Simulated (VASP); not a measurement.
# NaF (Fm-3m) in VASP: a series of runs

The runs below take NaF through single point, relaxation of cell and atoms, with PBE.

Program: VASP 6.6.1. These are calculated values, not measurements. Logs are shortened: lines on timing, memory, paths and dates and some standing lists are left out, and cuts for length are marked.

## 1. The cell of the first run

The structure is cubic, space group Fm-3m (No. 225). Conventional cell: a = 4.701 Å, b = 4.701 Å, c = 4.701 Å, α = 90.00°, β = 90.00°, γ = 90.00°. Within 3.1 Å of Na (site symmetry m-3m) lie 6 F at 2.35 Å. F (site symmetry m-3m) has 6 Na at 2.35 Å within 3.1 Å.

## 2. Single point, PBE

File INCAR:

```
SYSTEM = NaF
  PREC = Accurate
  ENCUT = 600
  EDIFF = 1E-6
  ISMEAR = 0
  SIGMA = 0.01
  LREAL = .False.
  LASPH = .True.
  NELM = 120
  ALGO = Normal
  ISIF = 2
  LWAVE = .False.
  LCHARG = .False.
  GGA = PE
  NBANDS = 14
  GGA_COMPAT = .False.
```

File KPOINTS:

```
Automatic mesh
0
Gamma
  7 7 7
  0 0 0
```

File POSCAR:

```
NaF
1.0
    0.0000000000      2.3507487470      2.3507487470
    2.3507487470      0.0000000000      2.3507487470
    2.3507487470      2.3507487470      0.0000000000
Na F
1 1
Direct
    0.0000000000      0.0000000000      0.0000000000
    0.5000000000      0.5000000000      0.5000000000
```

Potentials or basis: VASP PAW PBE potentials, release 64 (Na_pv, F).

Run with:

```console
$ cat potpaw_PBE.64/Na_pv/POTCAR potpaw_PBE.64/F/POTCAR > POTCAR
$ mpirun -np 1 vasp_std > vasp.out
```

OUTCAR:

```text
SYSTEM = NaF
   PREC = Accurate
   ENCUT = 600
   EDIFF = 1E-6
   ISMEAR = 0
   LREAL = .False.
   LASPH = .True.
   NELM = 120
   ISIF = 2
   GGA = PE

 ion  position               nearest neighbor table
   1  0.000  0.000  0.000-
   2  0.500  0.500  0.500-

  LATTYP: Found a face centered cubic cell.
 ALAT       =     4.7014974940

  Lattice vectors:

 A1 = (   0.0000000000,   2.3507487470,   2.3507487470)
 A2 = (   2.3507487470,   0.0000000000,   2.3507487470)
 A3 = (   2.3507487470,   2.3507487470,   0.0000000000)

Analysis of symmetry for initial positions (statically):
=====================================================================
 Subroutine PRICEL returns:
 Original cell was already a primitive cell.

 Routine SETGRP: Setting up the symmetry group for a
 face centered cubic supercell.

 Subroutine GETGRP returns: Found 48 space group operations
 (whereof 48 operations were pure point group operations)
 out of a pool of 48 trial point group operations.

The static configuration has the point symmetry O_h .

Analysis of symmetry for dynamics (positions and initial velocities):
=====================================================================
 Subroutine PRICEL returns:
 Original cell was already a primitive cell.

 Routine SETGRP: Setting up the symmetry group for a
 face centered cubic supercell.

 Subroutine GETGRP returns: Found 48 space group operations
 (whereof 48 operations were pure point group operations)
 out of a pool of 48 trial point group operations.

The dynamic configuration has the point symmetry O_h .

 Subroutine INISYM returns: Found 48 space group operations
 (whereof 48 operations are pure point group operations),
 and found     1 'primitive' translations

----------------------------------------------------------------------------------------

                                     Primitive cell

  volume of cell :      25.9806

  direct lattice vectors                    reciprocal lattice vectors
     0.000000000  2.350748747  2.350748747    -0.212698188  0.212698188  0.212698188
     2.350748747  0.000000000  2.350748747     0.212698188 -0.212698188  0.212698188
     2.350748747  2.350748747  0.000000000     0.212698188  0.212698188 -0.212698188

  length of vectors
     3.324460760  3.324460760  3.324460760     0.368404069  0.368404069  0.368404069

  position of ions in fractional coordinates (direct lattice)
     0.000000000  0.000000000  0.000000000
     0.500000000  0.500000000  0.500000000

  ion indices of the primitive-cell ions
   primitive index   ion index
                 1           1
                 2           2

----------------------------------------------------------------------------------------

 KPOINTS: Automatic mesh

Automatic generation of k-mesh.
 Grid dimensions read from file:
 generate k-points for:    7    7    7

 Generating k-lattice:

  Cartesian coordinates                     Fractional coordinates (reciprocal lattice)
    -0.030385455  0.030385455  0.030385455     0.142857143  0.000000000  0.000000000
     0.030385455 -0.030385455  0.030385455     0.000000000  0.142857143  0.000000000
     0.030385455  0.030385455 -0.030385455     0.000000000  0.000000000  0.142857143

  Length of vectors
     0.052629153  0.052629153  0.052629153

  Shift w.r.t. Gamma in fractional coordinates (k-lattice)
     0.000000000  0.000000000  0.000000000

 Subroutine IBZKPT returns following result:
 ===========================================

 Found     20 irreducible k-points:

 Following reciprocal coordinates:
            Coordinates               Weight
  0.000000  0.000000  0.000000      1.000000
  0.142857  0.000000  0.000000      8.000000
  0.285714  0.000000  0.000000      8.000000
  0.428571  0.000000  0.000000      8.000000
  0.142857  0.142857  0.000000      6.000000
  0.285714  0.142857  0.000000     24.000000
[... 12 lines left out ...]
 -0.428571  0.428571  0.142857     24.000000
 -0.285714  0.428571  0.142857     24.000000
   k-points           NKPTS =     20   k-points in BZ     NKDIM =     20   number of bands    NBANDS=     14
   number of dos      NEDOS =    301   number of ions     NIONS =      2
   total plane-waves  NPLWV =  21952
   dimension x,y,z NGX =    28 NGY =   28 NGZ =   28
   dimension x,y,z NGXF=    56 NGYF=   56 NGZF=   56
   ions per type =               1   1
   NGX,Y,Z   is equivalent  to a cutoff of  14.00, 14.00, 14.00 a.u.
   NGXF,Y,Z  is equivalent  to a cutoff of  28.00, 28.00, 28.00 a.u.
 SYSTEM =  NaF
   PREC   = accura    normal or accurate (medium, high low for compatibility)
   ISTART =      0    job   : 0-new  1-cont  2-samecut
   ICHARG =      2    charge: 1-file 2-atom 10-const
   ISPIN  =      1    spin polarized calculation?
   LNONCOLLINEAR =      F non collinear calculations
   LSORBIT =      F    spin-orbit coupling
   LASPH  =      T    aspherical Exc in radial PAW
   ENCUT  =  600.0 eV  44.10 Ry    6.64 a.u.   6.64  6.64  6.64*2*pi/ulx,y,z
   NELM   =    120;   NELMIN=  2; NELMDL= -5     # of ELM steps
   EDIFF  = 0.1E-05   stopping-criterion for ELM
   LREAL  =      F    real-space projection
   EDIFFG = 0.1E-04   stopping-criterion for IOM
   NSW    =      0    number of steps for IOM
   IBRION =     -1    ionic relax: 0-MD 1-quasi-New 2-CG
   NFREE  =      0    steps in history (QN), initial steepest desc. (CG)
   ISIF   =      2    stress and relaxation
   ISYM   =      2    0-nonsym 1-usesym 2-fastsym
   POTIM  = 0.5000    time-step for ionic-motion
   TEBEG  =    0.0;   TEEND  =   0.0 temperature during run
   PSTRESS=    0.0 pullay stress
   NELECT =      14.0000    total number of electrons
   NUPDOWN=      -1.0000    fix difference up-down
   EMIN   =  10.00;   EMAX   =-10.00  energy-range for DOS
   EFERMI =   0.00;   METHOD = LEGACY
   ISMEAR =     0;   SIGMA  =   0.01  broadening in eV -4-tet -1-fermi 0-gaus
   EFERMI_NEDOS =   21; number of points for ismear=-14 and -15
   IALGO  =     38    algorithm
   IMIX   =      4    mixing-type and parameters
     AMIX     =   0.40;   BMIX     =  1.00
     AMIX_MAG =   1.60;   BMIX_MAG =  1.00
  volume/ion in A,a.u.               =      12.99        87.66
  Fermi-wavevector in a.u.,A,eV,Ry     =   1.332196  2.517484 24.146870  1.774745
  Thomas-Fermi vector in A             =   2.461149
   LORBIT       =      0    0 simple, 1 ext, 2 COOP (PROOUT), +10 PAW based schemes
   GGA     = PE    functional components
   LHFCALC =     F    Hartree Fock is set to
   AEXX    =    0.0000 exact exchange contribution
   IVDW    =     0    specifies the selected vdW correction
   LEPSILON=     F    determine dielectric tensor
   LRPA    =     F    only Hartree local field effects (RPA)
 non-spin polarized calculation
 Gauss-broadening in eV      SIGMA  =   0.01
  energy-cutoff  :      600.00
  volume of cell :       25.98
 maximum number of plane-waves:       893
   NGX = 13   NGY = 13   NGZ = 13

 number of electron      14.0000002 magnetization

 Free energy of the ion-electron system (eV)
  ---------------------------------------------------
  ext. energy  EPLUGINS =         0.00000000
  ---------------------------------------------------
  free energy    TOTEN  =        -8.57125473 eV

  energy without entropy =       -8.57125473  energy(sigma->0) =       -8.57125473

 E-fermi :  -2.1127     XC(G=0):  -8.9498

 val. band max:       -2.2692303404   @ k =   0.0000   0.0000   0.0000
 cond. band min:       3.8039417307   @ k =   0.0000   0.0000   0.0000
 fundamental gap:      6.0731720711
 Fermi energy:        -2.1126756777

 k-point     1 :       0.0000    0.0000    0.0000
  band No.  band energies     occupation
      1     -21.3727      2.00000
      2     -21.3460      2.00000
      3     -21.3460      2.00000
      4     -21.3460      2.00000
      5      -2.2692      2.00000
      6      -2.2692      2.00000
      7      -2.2692      2.00000
      8       3.8039      0.00000
      9      16.3982      0.00000
     10      16.3982      0.00000
     11      16.3982      0.00000
     12      19.1761      0.00000
     13      21.3015      0.00000
     14      21.3015      0.00000

 k-point     2 :       0.1429    0.0000    0.0000
  band No.  band energies     occupation
      1     -21.6700      2.00000
      2     -21.3480      2.00000
      3     -21.3480      2.00000
      4     -21.0255      2.00000
      5      -2.6222      2.00000
      6      -2.3140      2.00000
      7      -2.3140      2.00000
      8       4.4834      0.00000
      9      14.3686      0.00000
     10      16.6784      0.00000
     11      16.6784      0.00000
     12      20.5648      0.00000
     13      20.5649      0.00000
     14      21.1966      0.00000

 k-point     3 :       0.2857    0.0000    0.0000
  band No.  band energies     occupation
      1     -21.9037      2.00000
      2     -21.3526      2.00000
      3     -21.3526      2.00000
      4     -20.7391      2.00000
      5      -3.2713      2.00000
      6      -2.4128      2.00000
      7      -2.4128      2.00000
      8       6.0577      0.00000
      9      12.0741      0.00000
     10      17.1995      0.00000
     11      17.1995      0.00000
     12      19.9349      0.00000
     13      19.9349      0.00000
     14      21.3027      0.00000

 k-point     4 :       0.4286    0.0000    0.0000
  band No.  band energies     occupation
      1     -22.0280      2.00000
      2     -21.3563      2.00000
      3     -21.3563      2.00000
      4     -20.5719      2.00000
      5      -3.7061      2.00000
      6      -2.4907      2.00000
      7      -2.4907      2.00000
      8       7.7945      0.00000
      9      10.2766      0.00000
     10      17.3711      0.00000
     11      17.3711      0.00000
     12      20.0649      0.00000
     13      20.0649      0.00000
     14      20.8819      0.00000

 k-point     5 :       0.1429    0.1429    0.0000
  band No.  band energies     occupation
      1     -21.6778      2.00000
      2     -21.3544      2.00000
      3     -21.3544      2.00000
      4     -21.0028      2.00000
      5      -2.6700      2.00000
      6      -2.3475      2.00000
      7      -2.3475      2.00000
      8       4.6945      0.00000
      9      14.2133      0.00000
     10      16.5093      0.00000
     11      16.5093      0.00000
[... 208 lines left out ...]
 k-point    18 :      -0.4286    0.2857    0.1429
  band No.  band energies     occupation
      1     -21.8610      2.00000
      2     -21.3994      2.00000
      3     -21.3762      2.00000
      4     -20.7087      2.00000
      5      -3.4243      2.00000
      6      -2.8441      2.00000
      7      -2.5965      2.00000
      8       8.9391      0.00000
      9      10.6346      0.00000
     10      14.0700      0.00000
     11      15.9205      0.00000
     12      19.3303      0.00000
     13      20.6672      0.00000
     14      24.9406      0.00000

 k-point    19 :      -0.4286    0.4286    0.1429
  band No.  band energies     occupation
      1     -21.6762      2.00000
      2     -21.4190      2.00000
      3     -21.4028      2.00000
      4     -20.8759      2.00000
      5      -3.3572      2.00000
      6      -2.8049      2.00000
      7      -2.7060      2.00000
      8       9.6541      0.00000
      9      10.8876      0.00000
     10      12.6013      0.00000
     11      15.4369      0.00000
     12      18.2152      0.00000
     13      22.6752      0.00000
     14      23.6299      0.00000

 k-point    20 :      -0.2857    0.4286    0.1429
  band No.  band energies     occupation
      1     -21.7316      2.00000
      2     -21.4335      2.00000
      3     -21.4000      2.00000
      4     -20.7983      2.00000
      5      -3.1532      2.00000
      6      -3.1154      2.00000
      7      -2.7049      2.00000
      8      10.2820      0.00000
      9      10.6769      0.00000
     10      12.4902      0.00000
     11      14.8631      0.00000
     12      19.3471      0.00000
     13      21.6976      0.00000
     14      24.1633      0.00000

------------------------ aborting loop because EDIFF is reached ----------------------------------------

  FORCE on cell =-STRESS in cart. coord.  units (eV):
  Direction    XX          YY          ZZ          XY          YZ          ZX
  --------------------------------------------------------------------------------------
  -------------------------------------------------------------------------------------
  Total       -0.0428126     -0.0428126     -0.0428126      0.0000000      0.0000000      0.0000000
  in kB       -2.6401787     -2.6401787     -2.6401787      0.0000000      0.0000000      0.0000000
  external PRESSURE =      -2.6401787 kB  Pullay stress =       0.0000000 kB

 VOLUME and BASIS-vectors are now :
 -----------------------------------------------------------------------------
  energy-cutoff  :      600.00
  volume of cell :       25.98
      direct lattice vectors                 reciprocal lattice vectors
     0.000000000  2.350748747  2.350748747    -0.212698188  0.212698188  0.212698188
     2.350748747  0.000000000  2.350748747     0.212698188 -0.212698188  0.212698188
     2.350748747  2.350748747  0.000000000     0.212698188  0.212698188 -0.212698188

 POSITION                                       TOTAL-FORCE (eV/Angst)
 -----------------------------------------------------------------------------------
      0.00000      0.00000      0.00000         0.000000      0.000000      0.000000
      2.35075      2.35075      2.35075        -0.000000     -0.000000     -0.000000
 -----------------------------------------------------------------------------------
    total drift:                                0.000000      0.000000      0.000000

  FREE ENERGIE OF THE ION-ELECTRON SYSTEM (eV)
  ---------------------------------------------------
  free  energy   TOTEN  =        -8.5712547289 eV

  energy  without entropy=       -8.5712547289  energy(sigma->0) =       -8.57125473
```

It took 18 s on 1 thread of Intel Xeon 8259CL, shared host; peak memory 0.15 GiB.

What came out:

```
Free energy            : -8.5713 eV
Pressure               : -0.3 GPa
Band gap on the k mesh : 6.07 eV
```

Levels at points of the mesh, in eV from the valence-band top:
```csv
k point,band 5,band 6,band 7,band 8,band 9,band 10
"(0.00, 0.00, 0.00)",0.00,0.00,0.00,6.07,18.67,18.67
```

PBE gaps usually lie below the measured ones, often by a third to a half.

## 3. Relaxation of cell and atoms, PBE

This run uses another cell than the first one, of 12.49 Å³/atom.

File INCAR:

```
ALGO = Normal
EDIFF = 1E-7
EDIFFG = -0.03
ENCUT = 600
GGA = PE
GGA_COMPAT = False
IBRION = 2
ISIF = 3
ISMEAR = 0
LASPH = True
LCHARG = False
LREAL = False
LWAVE = False
NELM = 120
NELMIN = 4
NSW = 80
PREC = Accurate
SIGMA = 0.01
```

File KPOINTS:

```
k-points
0
Gamma
  7 7 7
```

File POSCAR:

```
NaF
1.0
    0.0000000000      2.3200000000      2.3200000000
    2.3200000000      0.0000000000      2.3200000000
    2.3200000000      2.3200000000      0.0000000000
Na F
1 1
Direct
    0.0000000000      0.0000000000      0.0000000000
    0.5000000000      0.5000000000      0.5000000000
```

Potentials or basis: VASP PAW PBE potentials, release 64 (Na_pv, F).

Run with:

```console
$ cat potpaw_PBE.64/Na_pv/POTCAR potpaw_PBE.64/F/POTCAR > POTCAR
$ mpirun -np 1 vasp_std > vasp.out
```

Run time: 40 s. Hardware: 1 thread of Intel Xeon 8259CL, shared host; peak memory 0.15 GiB.

It converged, with:

```
Free energy                           : -8.5693 eV
Relaxed volume                        : 12.95 Å³/atom
Relaxed cell                          : a = 3.321 Å, b = 3.321 Å, c = 3.321 Å, α = 60.00°, β = 60.00°, γ = 60.00°
Space group after relaxing (to 0.1 Å) : Fm-3m (No. 225)
Energy gained by relaxing             : 2.3 meV/atom
Ionic steps                           : 3
Pressure after relaxing               : -0.1 GPa
Band gap on the k mesh                : 6.09 eV
```

Step by step:
```
step  energy change (eV)  largest force (eV/Å)  pressure (GPa)  volume (Å³)
   1              0.0000                0.0000            1.71        24.97
   2             -0.0037                0.0000            0.74        25.46
   3             -0.0046                0.0000           -0.06        25.90
```

Final structure:
```
CELL_PARAMETERS angstrom
0.00000 2.34844 2.34844
2.34844 0.00000 2.34844
2.34844 2.34844 0.00000
ATOMIC_POSITIONS crystal
Na 0.00000 0.00000 0.00000
F 0.50000 0.50000 0.50000
```

Levels at points of the mesh, in eV from the valence-band top:
| k point | band 4 | band 5 | band 6 | band 7 | band 8 | band 9 | band 10 | band 11 |
| --- | --- | --- | --- | --- | --- | --- | --- | --- |
| (0.00, 0.00, 0.00) | -19.07 | 0.00 | 0.00 | 0.00 | 6.09 | 18.69 | 18.69 | 18.69 |

PBE usually gives volumes a little too large and moduli too small. Zero-point motion and thermal expansion aren't in these numbers.

## 4. Relaxation of cell and atoms, PBE, target pressure 5 GPa, at which the enthalpy is minimised

This run uses another cell than the first one, of 12.49 Å³/atom.

File INCAR:

```
ALGO = Normal
EDIFF = 1E-7
EDIFFG = -0.03
ENCUT = 600
GGA = PE
GGA_COMPAT = F
IBRION = 2
ISIF = 3
ISMEAR = 0
LASPH = T
LCHARG = F
LREAL = F
LWAVE = F
NELM = 120
NELMIN = 4
NSW = 80
PREC = Accurate
PSTRESS = 50.0
SIGMA = 0.01
```

KPOINTS is that of step 3.

POSCAR is that of step 3.

Run with:

```console
$ cat potpaw_PBE.64/Na_pv/POTCAR potpaw_PBE.64/F/POTCAR > POTCAR
$ mpirun -np 1 vasp_std > vasp.out
```

Run time: 48 s. Hardware: 1 thread of Intel Xeon 8259CL, shared host; peak memory 0.15 GiB.

The run converged. Its results:

- Free energy: -8.5375 eV
- Relaxed volume: 11.82 Å³/atom
- Relaxed cell: a = 3.221 Å, b = 3.221 Å, c = 3.221 Å, α = 60.00°, β = 60.00°, γ = 60.00°
- Space group after relaxing (to 0.1 Å): Fm-3m (No. 225)
- Energy change on relaxing (the run minimises the enthalpy): +13.6 meV/atom
- Ionic steps: 3
- Pressure after relaxing: 5.0 GPa
- Band gap on the k mesh: 6.59 eV

Step by step:
```tsv
step	energy change (eV)	largest force (eV/Å)	pressure (GPa)	volume (Å³)
1	0.0000	0.0000	1.71	24.97
2	0.0157	0.0000	3.84	24.06
3	0.0271	0.0000	4.97	23.64
```

Final structure:
```cif
data_structure
_symmetry_space_group_name_H-M 'P 1'
_symmetry_Int_Tables_number 1
_cell_length_a 3.2215
_cell_length_b 3.2215
_cell_length_c 3.2215
_cell_angle_alpha 60.000
_cell_angle_beta 60.000
_cell_angle_gamma 60.000
_cell_volume 23.64
loop_
_atom_site_label
_atom_site_type_symbol
_atom_site_fract_x
_atom_site_fract_y
_atom_site_fract_z
_atom_site_occupancy
Na1 Na 0.00000 0.00000 0.00000 1
F1 F 0.50000 0.50000 0.50000 1
```

Levels at points of the mesh, in eV from the valence-band top:
```tsv
k point	band 4	band 5	band 6	band 7	band 8	band 9	band 10	band 11
(0.00, 0.00, 0.00)	-18.79	0.00	0.00	0.00	6.59	19.35	19.35	19.35
```

Caveat: the cell is relaxed towards a set pressure, so the run minimises the enthalpy, not the energy.

## 5. The runs side by side

```csv
task,cell,gap on the mesh (eV),pressure (GPa)
single point,"a = 3.324 Å, angles 60.0°, 2 atoms",6.07,-0.3
relaxation of cell and atoms,"relaxed from a = 3.281 Å, angles 60.0°, 2 atoms",6.09,-0.1
relaxation of cell and atoms,"relaxed to 5 GPa from a = 3.281 Å, angles 60.0°, 2 atoms",6.59,5.0
```

Alike in all rows: level PBE; potentials or basis VASP PAW PBE potentials, release 64 (Na_pv, F); no spin polarisation; k mesh 7 × 7 × 7; cutoff (eV) 600; smearing gaussian 0.01 eV.

Caveats: the cell is relaxed towards a set pressure, so the run minimises the enthalpy, not the energy (at least some runs).

Absolute energies hang on the potentials; compare differences alone.
